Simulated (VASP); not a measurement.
# Rh (Fm-3m) in VASP: single point with LDA

Aim: the single point of Rh with LDA.

All numbers are computed with VASP 6.6.1; they aren't measurements. Logs are shortened: lines on timing, memory, paths and dates and some standing lists are left out, and cuts for length are marked.

**1. The cell of the first run**

Symmetry: Fm-3m, No. 225, cubic system. Conventional cell: a = 3.755 Å, b = 3.755 Å, c = 3.755 Å, α = 90.00°, β = 90.00°, γ = 90.00°. Rh (site symmetry m-3m) has 12 Rh at 2.65 Å within 3.5 Å.

**2. Single point, LDA**

File INCAR:

```
  ALGO = Normal
  EDIFF = 1E-6
  ENCUT = 520
  GGA = CA
  ISIF = 2
  ISMEAR = -1
  LASPH = True
  LCHARG = False
  LREAL = False
  LWAVE = False
  NBANDS = 30
  NELM = 100
  PREC = Accurate
  SIGMA = 0.08
```

File KPOINTS:

```
k-points
0
Gamma
  16 16 6
```

File POSCAR:

```
Rh
1.0
    0.0000000000      1.8772712008     -1.8772712008
   -1.8772712008      0.0000000000      1.8772712008
    3.7545424016      3.7545424016      3.7545424016
Rh
3
Direct
    0.0000000000      0.0000000000      0.0000000000
    0.3333333330      0.6666666670      0.3333333330
    0.6666666670      0.3333333330      0.6666666670
```

Potentials or basis: VASP PAW LDA potentials, release 64 (Rh_pv).

Launch:

```sh
$ cat potpaw_LDA.64/Rh_pv/POTCAR > POTCAR
$ mpirun -np 1 vasp_std > vasp.out
```

OUTCAR:

```text
EDIFF = 1E-6
   ENCUT = 520
   GGA = CA
   ISIF = 2
   ISMEAR = -1
   LASPH = True
   LREAL = False
   NELM = 100
   PREC = Accurate

 ion  position               nearest neighbor table
   1  0.000  0.000  0.000-   2 2.65   3 2.65   3 2.65   2 2.65   3 2.65   2 2.65
   2  0.333  0.667  0.333-   1 2.65   1 2.65   1 2.65   3 2.65   3 2.65   3 2.65
   3  0.667  0.333  0.667-   1 2.65   1 2.65   1 2.65   2 2.65   2 2.65   2 2.65

  LATTYP: Found a hexagonal cell.
 ALAT       =     2.6548623924
 C/A-ratio  =     2.4494897428

  Lattice vectors:

 A1 = (   0.0000000000,   1.8772712008,  -1.8772712008)
 A2 = (  -1.8772712008,   0.0000000000,   1.8772712008)
 A3 = (   3.7545424016,   3.7545424016,   3.7545424016)

Analysis of symmetry for initial positions (statically):
=====================================================================
 Subroutine PRICEL returns following result:

  LATTYP: Found a face centered cubic cell.
 ALAT       =     3.7545423978

  Lattice vectors:

 A1 = (   1.8772711989,   1.8772711989,   0.0000000000)
 A2 = (  -0.0000000019,   1.8772711989,   1.8772712008)
 A3 = (   1.8772712046,   0.0000000038,   1.8772712008)

   3 primitive cells build up your supercell.

 Routine SETGRP: Setting up the symmetry group for a
 hexagonal supercell.

 Subroutine GETGRP returns: Found 12 space group operations
 (whereof 12 operations were pure point group operations)
 out of a pool of 24 trial point group operations.

The static configuration has the point symmetry D_3d.

Analysis of symmetry for dynamics (positions and initial velocities):
=====================================================================
 Subroutine PRICEL returns following result:

  LATTYP: Found a face centered cubic cell.
 ALAT       =     3.7545423978

  Lattice vectors:

 A1 = (   1.8772711989,   1.8772711989,   0.0000000000)
 A2 = (  -0.0000000019,   1.8772711989,   1.8772712008)
 A3 = (   1.8772712046,   0.0000000038,   1.8772712008)

   3 primitive cells build up your supercell.

 Routine SETGRP: Setting up the symmetry group for a
 hexagonal supercell.

 Subroutine GETGRP returns: Found 12 space group operations
 (whereof 12 operations were pure point group operations)
 out of a pool of 24 trial point group operations.

The dynamic configuration has the point symmetry D_3d.

 Subroutine INISYM returns: Found 12 space group operations
 (whereof 12 operations are pure point group operations),
 and found     3 'primitive' translations

----------------------------------------------------------------------------------------

                                     Primitive cell

  volume of cell :      13.2316

  direct lattice vectors                    reciprocal lattice vectors
     1.877271199  1.877271199  0.000000000     0.266344042  0.266344043 -0.266344043
    -0.000000002  1.877271199  1.877271201    -0.266344042  0.266344042  0.266344042
     1.877271205  0.000000004  1.877271201     0.266344042 -0.266344042  0.266344042

  length of vectors
     2.654862390  2.654862391  2.654862395     0.461321414  0.461321413  0.461321413

  position of ions in fractional coordinates (direct lattice)
     0.000000000  0.000000000  0.000000000

  ion indices of the primitive-cell ions
   primitive index   ion index
                 1           1

----------------------------------------------------------------------------------------

 KPOINTS: k-points

Automatic generation of k-mesh.
 Grid dimensions read from file:
 generate k-points for:   16   16    6

 Generating k-lattice:

  Cartesian coordinates                     Fractional coordinates (reciprocal lattice)
    -0.011097668  0.022195337 -0.011097668     0.062500000  0.000000000  0.000000000
    -0.022195337  0.011097668  0.011097668     0.000000000  0.062500000  0.000000000
     0.014796891  0.014796891  0.014796891     0.000000000  0.000000000  0.166666667

  Length of vectors
     0.027183625  0.027183625  0.025628967

  Shift w.r.t. Gamma in fractional coordinates (k-lattice)
     0.000000000  0.000000000  0.000000000

 Subroutine IBZKPT returns following result:
 ===========================================

 Found    162 irreducible k-points:

 Following reciprocal coordinates:
            Coordinates               Weight
  0.000000  0.000000  0.000000      1.000000
  0.062500  0.000000  0.000000      6.000000
  0.125000  0.000000  0.000000      6.000000
  0.187500  0.000000  0.000000      6.000000
  0.250000  0.000000  0.000000      6.000000
  0.312500  0.000000  0.000000      6.000000
[... 16 lines left out ...]
  0.187500  0.187500  0.000000      6.000000
  0.250000  0.187500 -0.000000     12.000000
 [... further k-points ...]
   k-points           NKPTS =    162   k-points in BZ     NKDIM =    162   number of bands    NBANDS=     30
   number of dos      NEDOS =    301   number of ions     NIONS =      3
   total plane-waves  NPLWV =  19200
   dimension x,y,z NGX =    20 NGY =   20 NGZ =   48
   dimension x,y,z NGXF=    40 NGYF=   40 NGZF=   96
   ions per type =               3
   NGX,Y,Z   is equivalent  to a cutoff of  12.52, 12.52, 12.27 a.u.
   NGXF,Y,Z  is equivalent  to a cutoff of  25.05, 25.05, 24.54 a.u.
 SYSTEM =  unknown system
   PREC   = accura    normal or accurate (medium, high low for compatibility)
   ISTART =      0    job   : 0-new  1-cont  2-samecut
   ICHARG =      2    charge: 1-file 2-atom 10-const
   ISPIN  =      1    spin polarized calculation?
   LNONCOLLINEAR =      F non collinear calculations
   LSORBIT =      F    spin-orbit coupling
   LASPH  =      T    aspherical Exc in radial PAW
   ENCUT  =  520.0 eV  38.22 Ry    6.18 a.u.   4.94  4.94 12.09*2*pi/ulx,y,z
   NELM   =    100;   NELMIN=  2; NELMDL= -5     # of ELM steps
   EDIFF  = 0.1E-05   stopping-criterion for ELM
   LREAL  =      F    real-space projection
   EDIFFG = 0.1E-04   stopping-criterion for IOM
   NSW    =      0    number of steps for IOM
   IBRION =     -1    ionic relax: 0-MD 1-quasi-New 2-CG
   NFREE  =      0    steps in history (QN), initial steepest desc. (CG)
   ISIF   =      2    stress and relaxation
   ISYM   =      2    0-nonsym 1-usesym 2-fastsym
   POTIM  = 0.5000    time-step for ionic-motion
   TEBEG  =    0.0;   TEEND  =   0.0 temperature during run
   PSTRESS=    0.0 pullay stress
   NELECT =      45.0000    total number of electrons
   NUPDOWN=      -1.0000    fix difference up-down
   EMIN   =  10.00;   EMAX   =-10.00  energy-range for DOS
   EFERMI =   0.00;   METHOD = LEGACY
   ISMEAR =    -1;   SIGMA  =   0.08  broadening in eV -4-tet -1-fermi 0-gaus
   EFERMI_NEDOS =   21; number of points for ismear=-14 and -15
   IALGO  =     38    algorithm
   IMIX   =      4    mixing-type and parameters
     AMIX     =   0.40;   BMIX     =  1.00
     AMIX_MAG =   1.60;   BMIX_MAG =  1.00
  volume/ion in A,a.u.               =      13.23        89.29
  Fermi-wavevector in a.u.,A,eV,Ry     =   1.707005  3.225773 39.645574  2.913868
  Thomas-Fermi vector in A             =   2.785937
   LORBIT       =      0    0 simple, 1 ext, 2 COOP (PROOUT), +10 PAW based schemes
   GGA     = CA    functional components
   LHFCALC =     F    Hartree Fock is set to
   AEXX    =    0.0000 exact exchange contribution
   IVDW    =     0    specifies the selected vdW correction
   LEPSILON=     F    determine dielectric tensor
   LRPA    =     F    only Hartree local field effects (RPA)
 non-spin polarized calculation
  energy-cutoff  :      520.00
  volume of cell :       39.69
 maximum number of plane-waves:      1094
   NGX =  9   NGY =  9   NGZ = 25

 number of electron      45.0000012 magnetization

 Free energy of the ion-electron system (eV)
  ---------------------------------------------------
  ext. energy  EPLUGINS =         0.00000000
  ---------------------------------------------------
  free energy    TOTEN  =       -26.09121903 eV

  energy without entropy =      -26.01020495  energy(sigma->0) =      -26.05071199

 E-fermi :  12.4286     XC(G=0): -14.5972

 val. band max:       12.4269278980   @ k =   0.0000   0.1875   0.1667
 cond. band min:      12.4298138177   @ k =  -0.2500  -0.4375   0.3333
 fundamental gap:      0.0028859196
 Fermi energy:        12.4285901547

 k-point     1 :       0.0000    0.0000    0.0000
  band No.  band energies     occupation
      1     -34.4411      2.00000
      2     -34.4411      2.00000
      3     -33.8830      2.00000
      4     -33.8830      2.00000
      5     -33.8830      2.00000
      6     -33.8830      2.00000
[... 22 lines left out ...]
     29      25.1703      0.00000
     30      28.3443      0.00000

 k-point     2 :       0.0625    0.0000    0.0000
  band No.  band energies     occupation
      1     -34.4374      2.00000
      2     -34.4366      2.00000
      3     -33.9173      2.00000
      4     -33.9022      2.00000
      5     -33.8906      2.00000
      6     -33.8757      2.00000
[... 22 lines left out ...]
     29      25.2464      0.00000
     30      28.5661      0.00000

 k-point     3 :       0.1250    0.0000    0.0000
  band No.  band energies     occupation
      1     -34.4297      2.00000
      2     -34.4237      2.00000
      3     -33.9883      2.00000
      4     -33.9348      2.00000
      5     -33.9319      2.00000
      6     -33.9038      2.00000
[... 22 lines left out ...]
     29      25.4709      0.00000
     30      29.1682      0.00000

 k-point     4 :       0.1875    0.0000    0.0000
  band No.  band energies     occupation
      1     -34.4269      2.00000
      2     -34.4081      2.00000
      3     -34.0791      2.00000
      4     -34.0235      2.00000
      5     -33.9996      2.00000
      6     -33.9691      2.00000
[... 616 lines left out ...]
     29      22.0664      0.00000
     30      24.0579      0.00000

 k-point    23 :       0.1875    0.1875    0.0000
  band No.  band energies     occupation
      1     -34.4487      2.00000
      2     -34.4487      2.00000
      3     -34.2841      2.00000
      4     -34.1598      2.00000
      5     -34.1598      2.00000
      6     -34.0099      2.00000
[... 22 lines left out ...]
     29      25.2940      0.00000
     30      26.9091      0.00000

 k-point    24 :       0.2500    0.1875   -0.0000
  band No.  band energies     occupation
      1     -34.4799      2.00000
      2     -34.4734      2.00000
      3     -34.3684      2.00000
      4     -34.1827      2.00000
      5     -34.1719      2.00000
      6     -34.0726      2.00000
[... 22 lines left out ...]
     29      24.1945      0.00000
     30      26.7322      0.00000

 [... further k-points ...]

------------------------ aborting loop because EDIFF is reached ----------------------------------------

  FORCE on cell =-STRESS in cart. coord.  units (eV):
  Direction    XX          YY          ZZ          XY          YZ          ZX
  --------------------------------------------------------------------------------------
  -------------------------------------------------------------------------------------
  Total        0.2331549      0.2331549      0.2331549     -0.0102218     -0.0102218     -0.0102218
  in kB        9.4107179      9.4107179      9.4107179     -0.4125758     -0.4125758     -0.4125758
  external PRESSURE =       9.4107179 kB  Pullay stress =       0.0000000 kB

 VOLUME and BASIS-vectors are now :
 -----------------------------------------------------------------------------
  energy-cutoff  :      520.00
  volume of cell :       39.69
      direct lattice vectors                 reciprocal lattice vectors
     0.000000000  1.877271201 -1.877271201    -0.177562695  0.355125390 -0.177562695
    -1.877271201  0.000000000  1.877271201    -0.355125390  0.177562695  0.177562695
     3.754542402  3.754542402  3.754542402     0.088781347  0.088781347  0.088781347

 POSITION                                       TOTAL-FORCE (eV/Angst)
 -----------------------------------------------------------------------------------
      0.00000      0.00000      0.00000         0.000000      0.000000      0.000000
     -0.00000      1.87727      1.87727         0.000000      0.000000     -0.000000
      1.87727      3.75454      1.87727        -0.000000     -0.000000      0.000000
 -----------------------------------------------------------------------------------
    total drift:                                0.000000     -0.000000      0.000000

  FREE ENERGIE OF THE ION-ELECTRON SYSTEM (eV)
  ---------------------------------------------------
  free  energy   TOTEN  =       -26.0912190338 eV

  energy  without entropy=      -26.0102049496  energy(sigma->0) =      -26.05071199
```

It took 92 s on 1 thread of Intel Xeon Platinum 8488C (Sapphire Rapids), shared host; peak memory 0.24 GiB.

Results:

- Free energy: -26.0912 eV
- Pressure: 0.9 GPa
- Band gap on the k mesh: zero (an odd number of electrons rules out a gap without spin polarisation)
